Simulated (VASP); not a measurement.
# MnO (Fm-3m) in VASP: further runs

The runs below take MnO through single point, relaxation of cell and atoms, with PBE.

Everything below comes from runs of VASP 6.6.1. Logs are shortened: lines on timing, memory, paths and dates and some standing lists are left out, and cuts for length are marked.

### 1 The cell of the first run

It takes space group Fm-3m (No. 225, cubic). Conventional cell: a = 4.149 Å, b = 4.149 Å, c = 4.149 Å, α = 90.00°, β = 90.00°, γ = 90.00°. Within 2.7 Å of Mn (site symmetry m-3m) lie 6 O at 2.07 Å. Within 2.7 Å of O (site symmetry m-3m) lie 6 Mn at 2.07 Å.

### 2 Single point, PBE, collinear spin, ferromagnetic start

INCAR

```
SYSTEM = MnO
PREC = Accurate
ENCUT = 520
EDIFF = 1E-6
ISMEAR = 0
SIGMA = 0.1
LREAL = .FALSE.
LASPH = .TRUE.
NELM = 150
ALGO = Normal
ISIF = 2
LWAVE = .FALSE.
LCHARG = .FALSE.
ISPIN = 2
MAGMOM = 4.08 0.22
LORBIT = 11
LMAXMIX = 4
GGA = PE
NBANDS = 20
```

KPOINTS

```
Automatic mesh
0
G
  18 18 18
  0 0 0
```

POSCAR

```
MnO
1.0
    0.0000000000      2.0746890639      2.0746890639
    2.0746890639      0.0000000000      2.0746890639
    2.0746890639      2.0746890639      0.0000000000
Mn O
1 1
Direct
    0.0000000000      0.0000000000      0.0000000000
    0.5000000000      0.5000000000      0.5000000000
```

Potentials or basis: VASP PAW PBE potentials, release 64 (Mn_pv, O).

On the command line:

```bash
> cat potpaw_PBE.64/Mn_pv/POTCAR potpaw_PBE.64/O/POTCAR > POTCAR
> mpirun -np 1 vasp_std > vasp.out
```

OUTCAR:

```text
SYSTEM = MnO
   PREC = Accurate
   ENCUT = 520
   EDIFF = 1E-6
   ISMEAR = 0
   LREAL = .FALSE.
   LASPH = .TRUE.
   NELM = 150
   ISIF = 2
   ISPIN = 2
   LORBIT = 11
   GGA = PE

 ion  position               nearest neighbor table
   1  0.000  0.000  0.000-   2 2.07   2 2.07   2 2.07   2 2.07   2 2.07   2 2.07
   2  0.500  0.500  0.500-   1 2.07   1 2.07   1 2.07   1 2.07   1 2.07   1 2.07

  LATTYP: Found a face centered cubic cell.
 ALAT       =     4.1493781278

  Lattice vectors:

 A1 = (   0.0000000000,   2.0746890639,   2.0746890639)
 A2 = (   2.0746890639,   0.0000000000,   2.0746890639)
 A3 = (   2.0746890639,   2.0746890639,   0.0000000000)

Analysis of symmetry for initial positions (statically):
=====================================================================
 Subroutine PRICEL returns:
 Original cell was already a primitive cell.

 Routine SETGRP: Setting up the symmetry group for a
 face centered cubic supercell.

 Subroutine GETGRP returns: Found 48 space group operations
 (whereof 48 operations were pure point group operations)
 out of a pool of 48 trial point group operations.

The static configuration has the point symmetry O_h .

Analysis of symmetry for dynamics (positions and initial velocities):
=====================================================================
 Subroutine PRICEL returns:
 Original cell was already a primitive cell.

 Routine SETGRP: Setting up the symmetry group for a
 face centered cubic supercell.

 Subroutine GETGRP returns: Found 48 space group operations
 (whereof 48 operations were pure point group operations)
 out of a pool of 48 trial point group operations.

The dynamic configuration has the point symmetry O_h .

Analysis of structural, dynamic, and magnetic symmetry:
=====================================================================
 Subroutine PRICEL returns:
 Original cell was already a primitive cell.

 Routine SETGRP: Setting up the symmetry group for a
 face centered cubic supercell.

 Subroutine GETGRP returns: Found 48 space group operations
 (whereof 48 operations were pure point group operations)
 out of a pool of 48 trial point group operations.

The overall configuration has the point symmetry O_h .

 Subroutine INISYM returns: Found 48 space group operations
 (whereof 48 operations are pure point group operations),
 and found     1 'primitive' translations

----------------------------------------------------------------------------------------

                                     Primitive cell

  volume of cell :      17.8603

  direct lattice vectors                    reciprocal lattice vectors
     0.000000000  2.074689064  2.074689064    -0.240999969  0.240999969  0.240999969
     2.074689064  0.000000000  2.074689064     0.240999969 -0.240999969  0.240999969
     2.074689064  2.074689064  0.000000000     0.240999969  0.240999969 -0.240999969

  length of vectors
     2.934053412  2.934053412  2.934053412     0.417424191  0.417424191  0.417424191

  position of ions in fractional coordinates (direct lattice)
     0.000000000  0.000000000  0.000000000
     0.500000000  0.500000000  0.500000000

  ion indices of the primitive-cell ions
   primitive index   ion index
                 1           1
                 2           2

----------------------------------------------------------------------------------------

 KPOINTS: Automatic mesh

Automatic generation of k-mesh.
 Grid dimensions read from file:
 generate k-points for:   18   18   18

 Generating k-lattice:

  Cartesian coordinates                     Fractional coordinates (reciprocal lattice)
    -0.013388887  0.013388887  0.013388887     0.055555556  0.000000000  0.000000000
     0.013388887 -0.013388887  0.013388887     0.000000000  0.055555556  0.000000000
     0.013388887  0.013388887 -0.013388887     0.000000000  0.000000000  0.055555556

  Length of vectors
     0.023190233  0.023190233  0.023190233

  Shift w.r.t. Gamma in fractional coordinates (k-lattice)
     0.000000000  0.000000000  0.000000000

 Subroutine IBZKPT returns following result:
 ===========================================

 Found    195 irreducible k-points:

 Following reciprocal coordinates:
            Coordinates               Weight
  0.000000  0.000000  0.000000      1.000000
  0.055556  0.000000  0.000000      8.000000
  0.111111  0.000000  0.000000      8.000000
  0.166667  0.000000  0.000000      8.000000
  0.222222  0.000000  0.000000      8.000000
  0.277778  0.000000  0.000000      8.000000
[... 16 lines left out ...]
 -0.277778  0.055556  0.000000     24.000000
 -0.222222  0.055556  0.000000     24.000000
 [... further k-points ...]
   k-points           NKPTS =    195   k-points in BZ     NKDIM =    195   number of bands    NBANDS=     20
   number of dos      NEDOS =    301   number of ions     NIONS =      2
   total plane-waves  NPLWV =  13824
   dimension x,y,z NGX =    24 NGY =   24 NGZ =   24
   dimension x,y,z NGXF=    48 NGYF=   48 NGZF=   48
   ions per type =               1   1
   NGX,Y,Z   is equivalent  to a cutoff of  13.60, 13.60, 13.60 a.u.
   NGXF,Y,Z  is equivalent  to a cutoff of  27.20, 27.20, 27.20 a.u.
 SYSTEM =  MnO
   PREC   = accura    normal or accurate (medium, high low for compatibility)
   ISTART =      0    job   : 0-new  1-cont  2-samecut
   ICHARG =      2    charge: 1-file 2-atom 10-const
   ISPIN  =      2    spin polarized calculation?
   LNONCOLLINEAR =      F non collinear calculations
   LSORBIT =      F    spin-orbit coupling
   LASPH  =      T    aspherical Exc in radial PAW
   ENCUT  =  520.0 eV  38.22 Ry    6.18 a.u.   5.46  5.46  5.46*2*pi/ulx,y,z
   NELM   =    150;   NELMIN=  2; NELMDL= -5     # of ELM steps
   EDIFF  = 0.1E-05   stopping-criterion for ELM
   LREAL  =      F    real-space projection
[... 7 lines left out ...]
   TEBEG  =    0.0;   TEEND  =   0.0 temperature during run
   PSTRESS=    0.0 pullay stress
   NELECT =      19.0000    total number of electrons
   NUPDOWN=      -1.0000    fix difference up-down
   EMIN   =  10.00;   EMAX   =-10.00  energy-range for DOS
   EFERMI =   0.00;   METHOD = LEGACY
   ISMEAR =     0;   SIGMA  =   0.10  broadening in eV -4-tet -1-fermi 0-gaus
   EFERMI_NEDOS =   21; number of points for ismear=-14 and -15
   IALGO  =     38    algorithm
   IMIX   =      4    mixing-type and parameters
     AMIX     =   0.40;   BMIX     =  1.00
     AMIX_MAG =   1.60;   BMIX_MAG =  1.00
  volume/ion in A,a.u.               =       8.93        60.26
  Fermi-wavevector in a.u.,A,eV,Ry     =   1.671205  3.158119 38.000059  2.792926
  Thomas-Fermi vector in A             =   2.756568
   LORBIT       =     11    0 simple, 1 ext, 2 COOP (PROOUT), +10 PAW based schemes
   GGA     = PE    functional components
   LHFCALC =     F    Hartree Fock is set to
   AEXX    =    0.0000 exact exchange contribution
   IVDW    =     0    specifies the selected vdW correction
   LEPSILON=     F    determine dielectric tensor
   LRPA    =     F    only Hartree local field effects (RPA)
 spin polarized calculation
 Gauss-broadening in eV      SIGMA  =   0.10
  energy-cutoff  :      520.00
  volume of cell :       17.86
 maximum number of plane-waves:       531
 NGX is ok and might be reduce to    24
   NGX = 11   NGY = 11   NGZ = 11

 number of electron      19.0000012 magnetization       3.9816521

 Free energy of the ion-electron system (eV)
  ---------------------------------------------------
  ext. energy  EPLUGINS =         0.00000000
  ---------------------------------------------------
  free energy    TOTEN  =       -16.05393616 eV

  energy without entropy =      -16.04700220  energy(sigma->0) =      -16.05046918

 E-fermi :  10.3660     XC(G=0): -13.1181

 val. band max:       10.3652414965   @ k =  -0.3889   0.1111   0.0000
 cond. band min:      10.3705104983   @ k =  -0.3333   0.3889   0.1111
 fundamental gap:      0.0052690018
 Fermi energy:        10.3659937939

 spin component 1

 k-point     1 :       0.0000    0.0000    0.0000
  band No.  band energies     occupation
      1     -39.9186      1.00000
      2     -39.9186      1.00000
      3     -39.9186      1.00000
      4     -11.9297      1.00000
      5       5.4894      1.00000
      6       5.4894      1.00000
[... 12 lines left out ...]
     19      34.2250      0.00000
     20      34.2250      0.00000

 k-point     2 :       0.0556    0.0000    0.0000
  band No.  band energies     occupation
      1     -39.9233      1.00000
      2     -39.9191      1.00000
      3     -39.9191      1.00000
      4     -11.8905      1.00000
      5       5.1720      1.00000
      6       5.2868      1.00000
[... 498 lines left out ...]
 k-point    24 :      -0.2222    0.0556    0.0000
  band No.  band energies     occupation
      1     -39.9930      1.00000
      2     -39.9323      1.00000
      3     -39.9253      1.00000
      4     -11.2633      1.00000
      5       2.4013      1.00000
      6       3.6319      1.00000
[... 12 lines left out ...]
     19      33.4216      0.00000
     20      37.7109      0.00000

 [... further k-points ...]

 spin component 2

 k-point     1 :       0.0000    0.0000    0.0000
  band No.  band energies     occupation
      1     -35.9243      1.00000
      2     -35.9243      1.00000
      3     -35.9243      1.00000
      4     -11.5634      1.00000
      5       5.8005      1.00000
      6       5.8005      1.00000
[... 12 lines left out ...]
     19      36.2374      0.00000
     20      36.2374      0.00000

 k-point     2 :       0.0556    0.0000    0.0000
  band No.  band energies     occupation
      1     -35.9301      1.00000
      2     -35.9249      1.00000
      3     -35.9249      1.00000
      4     -11.5245      1.00000
      5       5.5744      1.00000
      6       5.7086      1.00000
[... 498 lines left out ...]
 k-point    24 :      -0.2222    0.0556    0.0000
  band No.  band energies     occupation
      1     -36.0159      1.00000
      2     -35.9403      1.00000
      3     -35.9316      1.00000
      4     -10.9046      1.00000
      5       3.0877      1.00000
      6       4.5691      1.00000
[... 12 lines left out ...]
     19      34.7656      0.00000
     20      39.3171      0.00000

 [... further k-points ...]

------------------------ aborting loop because EDIFF is reached ----------------------------------------

  FORCE on cell =-STRESS in cart. coord.  units (eV):
  Direction    XX          YY          ZZ          XY          YZ          ZX
  --------------------------------------------------------------------------------------
  -------------------------------------------------------------------------------------
  Total        3.4302622      3.4302622      3.4302622     -0.0000000      0.0000000      0.0000000
  in kB      307.7151337    307.7151337    307.7151337     -0.0000000      0.0000000      0.0000000
  external PRESSURE =     307.7151337 kB  Pullay stress =       0.0000000 kB

 VOLUME and BASIS-vectors are now :
 -----------------------------------------------------------------------------
  energy-cutoff  :      520.00
  volume of cell :       17.86
      direct lattice vectors                 reciprocal lattice vectors
     0.000000000  2.074689064  2.074689064    -0.240999969  0.240999969  0.240999969
     2.074689064  0.000000000  2.074689064     0.240999969 -0.240999969  0.240999969
     2.074689064  2.074689064  0.000000000     0.240999969  0.240999969 -0.240999969

 POSITION                                       TOTAL-FORCE (eV/Angst)
 -----------------------------------------------------------------------------------
      0.00000      0.00000      0.00000         0.000000     -0.000000      0.000000
      2.07469      2.07469      2.07469        -0.000000      0.000000     -0.000000
 -----------------------------------------------------------------------------------
    total drift:                                0.000000     -0.000000     -0.000000

  FREE ENERGIE OF THE ION-ELECTRON SYSTEM (eV)
  ---------------------------------------------------
  free  energy   TOTEN  =       -16.0539361632 eV

  energy  without entropy=      -16.0470022009  energy(sigma->0) =      -16.05046918

 total charge

# of ion       s       p       d       tot
------------------------------------------
    1        0.242   6.253   5.139  11.634
    2        1.567   3.490   0.000   5.057
--------------------------------------------------
tot          1.808   9.743   5.139  16.691

 magnetization (x)

# of ion       s       p       d       tot
------------------------------------------
    1        0.030   0.025   3.647   3.702
    2        0.033   0.114   0.000   0.147
--------------------------------------------------
tot          0.063   0.139   3.647   3.849
```

Run time: 3 min. Hardware: 1 thread of Intel Xeon 8259CL, shared host; peak memory 0.24 GiB.

Results:

```
Free energy                                           : -16.0539 eV
Pressure                                              : 30.8 GPa
Net moment                                            : 3.98 μB per cell
Site moments                                          : Mn +3.70; O +0.15 μB
Valence electrons inside the program's atomic spheres : Mn 11.63; O 5.06
```

Caveat: the cell stands under pressure; a cell with one magnetic atom can't hold antiferromagnetic order, which such compounds often take; semilocal functionals often make such compounds metallic where correlation or magnetic order opens a gap, which also shifts bond lengths. With open d or f shells a metallic result of PBE can be an artefact of self-interaction; +U or a hybrid may open a gap.

### 3 Relaxation of cell and atoms, PBE, collinear spin, ferromagnetic start, target pressure 15 GPa, at which the enthalpy is minimised

This run uses another cell than the first one, of 9.77 Å³/atom.

INCAR

```
  PREC = Accurate
  ENCUT = 600
  EDIFF = 1E-6
  ISMEAR = 0
  SIGMA = 0.1
  LREAL = False
  LASPH = True
  NELM = 150
  ALGO = Normal
  ISIF = 3
  LWAVE = False
  LCHARG = False
  ISPIN = 2
  MAGMOM = 4.26 0.24
  LORBIT = 11
  LMAXMIX = 4
  GGA = PE
  IBRION = 2
  NSW = 70
  EDIFFG = -0.008
  PSTRESS = 150.0
```

KPOINTS

```
Automatic mesh
0
Gamma
  16 16 16
```

POSCAR

```
MnO
1.0
    0.0000000000      2.1380925961      2.1380925961
    2.1380925961      0.0000000000      2.1380925961
    2.1380925961      2.1380925961      0.0000000000
Mn O
1 1
Direct
    0.0000000000      0.0000000000      0.0000000000
    0.5000000000      0.5000000000      0.5000000000
```

Potentials or basis: VASP PAW PBE potentials, release 64 (Mn_pv, O).

On the command line:

```bash
> cat potpaw_PBE.64/Mn_pv/POTCAR potpaw_PBE.64/O/POTCAR > POTCAR
> mpirun -np 1 vasp_std > vasp.out
```

Run time: 2.2 min. Hardware: 1 thread of Intel Xeon 8259CL, shared host; peak memory 0.21 GiB.

The run converged. Its results:

* Free energy: -16.2984 eV
* Pressure after relaxing: 14.9 GPa
* Net moment: 4.40 μB per cell
* Site moments: Mn +4.04; O +0.18 μB
* Valence electrons inside the program's atomic spheres: Mn 11.49; O 5.02

Final structure:
```xyz
2
Lattice="0.0000 2.1381 2.1381 2.1381 0.0000 2.1381 2.1381 2.1381 0.0000" Properties=species:S:1:pos:R:3 pbc="T T T"
Mn    0.0000    0.0000    0.0000
O     2.1381    2.1381    2.1381
```

Levels at points of the mesh, in eV from the Fermi level:
Spin up:
```csv
k point,band 10,band 11,band 12,band 13,band 14,band 15
"(0.00, 0.00, 0.00)",-3.40,-2.76,-2.76,0.00,14.28,17.30
"(0.50, 0.00, 0.00)",-1.82,0.50,0.50,3.71,8.71,12.66
"(0.50, 0.50, 0.00)",-1.93,-1.93,-1.68,5.87,8.41,11.06
```
Spin down:
```tsv
k point	band 3	band 4	band 5	band 6	band 7	band 8	band 9	band 10	band 11	band 12
(0.00, 0.00, 0.00)	-46.01	-21.01	-4.06	-4.06	-4.06	0.25	0.25	0.25	1.01	1.01
(0.50, 0.00, 0.00)	-46.02	-19.78	-8.53	-5.82	-5.82	1.70	1.72	1.72	3.73	3.73
(0.50, 0.50, 0.00)	-46.06	-19.88	-7.42	-5.13	-5.13	-1.61	1.71	2.14	2.23	2.23
```

Caveat: the relaxation stopped at its first step, so nothing moved; the cell is relaxed towards a set pressure, so the run minimises the enthalpy, not the energy; a cell with one magnetic atom can't hold antiferromagnetic order, which such compounds often take; semilocal functionals often make such compounds metallic where correlation or magnetic order opens a gap, which also shifts bond lengths. With open d or f shells a metallic result of PBE can be an artefact of self-interaction; +U or a hybrid may open a gap.

(Part 1 of 2 ends here.)
